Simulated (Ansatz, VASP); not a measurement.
# Two plane-wave programs on C

The input INCAR:

```
  ALGO = Normal
  EDIFF = 1E-6
  ENCUT = 520
  GGA = PE
  ISIF = 2
  ISMEAR = 0
  IVDW = 12
  LASPH = True
  LCHARG = False
  LREAL = False
  LWAVE = False
  NBANDS = 26
  NELM = 100
  PREC = Accurate
  SIGMA = 0.15
```

Contents of KPOINTS:

```
k-points
0
Gamma
  22 22 4
```

Contents of POSCAR:

```
C
1.0
   -1.2324898335     -2.1347350114      0.0000000000
    1.2324898335     -2.1347350114      0.0000000000
    0.0000000000      0.0000000000     14.2268657407
C
8
Direct
    1.0000000000      1.0000000000      0.8288251182
    1.0000000000      1.0000000000      0.3551836997
    0.0000000000      0.0000000000      0.1183629905
    0.0000000000      0.0000000000      0.5920044090
    0.6666666667      0.6666666667      0.8288251182
    0.6666666667      0.6666666667      0.3551836997
    0.3333333333      0.3333333333      0.1183629905
    0.3333333333      0.3333333333      0.5920044090
```

Input for Ansatz:

```yaml
crystal:
  lattice:
    - [-1.2324898335, -2.1347350114, 0.0]
    - [1.2324898335, -2.1347350114, 0.0]
    - [0.0, 0.0, 14.2268657407]
  atoms:
    - { symbol: C, position: [1.0, 1.0, 0.8288251182] }
    - { symbol: C, position: [1.0, 1.0, 0.3551836997] }
    - { symbol: C, position: [0.0, 0.0, 0.1183629905] }
    - { symbol: C, position: [0.0, 0.0, 0.592004409] }
    - { symbol: C, position: [0.6666666667, 0.6666666667, 0.8288251182] }
    - { symbol: C, position: [0.6666666667, 0.6666666667, 0.3551836997] }
    - { symbol: C, position: [0.3333333333, 0.3333333333, 0.1183629905] }
    - { symbol: C, position: [0.3333333333, 0.3333333333, 0.592004409] }
basis:
  ecutwfc: 420
kpoints:
  mp_grid: { grid: [22, 22, 4] }
hamiltonian:
  xc: pbe
  dispersion: d3bj
scf:
  occupations: { method: gaussian, width: 0.15 }
output:
  forces: true
  stress: true
  eigenvalues: true
```

Alike in both runs: task single point; functional PBE; dispersion D3(BJ); k mesh 22 × 22 × 4; occupations gaussian, width 0.15 eV; no spin polarisation.

|  | VASP | Ansatz |
| --- | --- | --- |
| version | VASP 6.6.1 | Ansatz 0.2.0 |
| potentials or method | VASP PAW PBE potentials, release 64 (C), cutoff 520 eV | scalar-relativistic, plane waves, PAW |
| valence electrons in the cell | 32 | 32 |

Ansatz gave:

- gap on the k mesh at the Fermi level (eV): 0.37
- least direct gap on the mesh (eV): 0.37
- pressure (GPa): -0.1
- traceless stress, the component that is largest in VASP (GPa): -0.34
- rms of the force components (eV/Å): 0.013

Task: Estimate VASP's values.

Result: gap on the k mesh at the Fermi level (eV): 0.37; least direct gap on the mesh (eV): 0.37; pressure (GPa): 0.3; traceless stress, the component that is largest in VASP (GPa): -0.83; rms of the force components (eV/Å): 0.013.

Atom by atom the forces differ by 0.000 eV/Å (rms over components).
